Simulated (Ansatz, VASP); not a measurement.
One calculation of Ge, two programs

Contents of POSCAR:

```
Ge
1.0
    1.5050331364     -2.8013209412      0.0000000000
    1.5050331364      2.8013209412      0.0000000000
    0.0000000000      0.0000000000      2.3252649872
Ge
1
Direct
    0.5000000000      0.5000000000      0.0000000000
```

File INCAR.step1:

```
PREC = Accurate
ENCUT = 520
ISMEAR = 0
SIGMA = 0.15
LREAL = False
LASPH = True
NELM = 60
NBANDS = 13
GGA = PE
ALGO = Normal
EDIFF = 1E-4
LWAVE = True
LCHARG = False
```

The input INCAR.step2:

```
PREC = Accurate
ENCUT = 520
EDIFF = 1E-7
ISMEAR = 0
SIGMA = 0.15
LREAL = False
LASPH = True
NELM = 60
ALGO = Normal
ISIF = 2
LWAVE = False
LCHARG = True
METAGGA = R2SCAN
LMIXTAU = True
LELF = True
LVHAR = True
NBANDS = 13
ISTART = 1
```

Contents of KPOINTS:

```
regular mesh
0
Gamma
  22 22 20
```

Input for Ansatz:

```yaml
crystal:
  lattice:
    - [1.5050331364, -2.8013209412, 0.0]
    - [1.5050331364, 2.8013209412, 0.0]
    - [0.0, 0.0, 2.3252649872]
  atoms:
    - { symbol: Ge, position: [0.5, 0.5, 0.0] }
basis:
  ecutwfc: 500
kpoints:
  mp_grid: { grid: [22, 22, 20] }
hamiltonian:
  xc: r2scan
scf:
  occupations: { method: gaussian, width: 0.15 }
output:
  forces: true
  stress: true
  eigenvalues: true
```

Alike in both runs: task single point; functional r2SCAN; k mesh 22 × 22 × 20; occupations gaussian, width 0.15 eV; no spin polarisation.

|  | VASP | Ansatz |
| --- | --- | --- |
| version | VASP 6.6.1 | Ansatz 0.2.0 |
| potentials or method | VASP PAW PBE potentials, release 64 (Ge_d), cutoff 520 eV | scalar-relativistic, plane waves, PAW |
| valence electrons in the cell | 14 | 14 |

Ansatz gave:

| Quantity | Value |
| --- | --- |
| gap on the k mesh at the Fermi level (eV) | none |
| pressure (GPa) | 5.0 |
| traceless stress, the component that is largest in VASP (GPa) | 30.80 |

**Question.** Which values does VASP return?

**Answer.** gap on the k mesh at the Fermi level (eV): none; pressure (GPa): 5.1; traceless stress, the component that is largest in VASP (GPa): 30.97.

VASP's potentials were made for PBE, not for r2SCAN. A gap of «none» marks a metal or a gap that the smearing closes. The functional is the same, so the differences come from potentials, cutoffs and numerics.
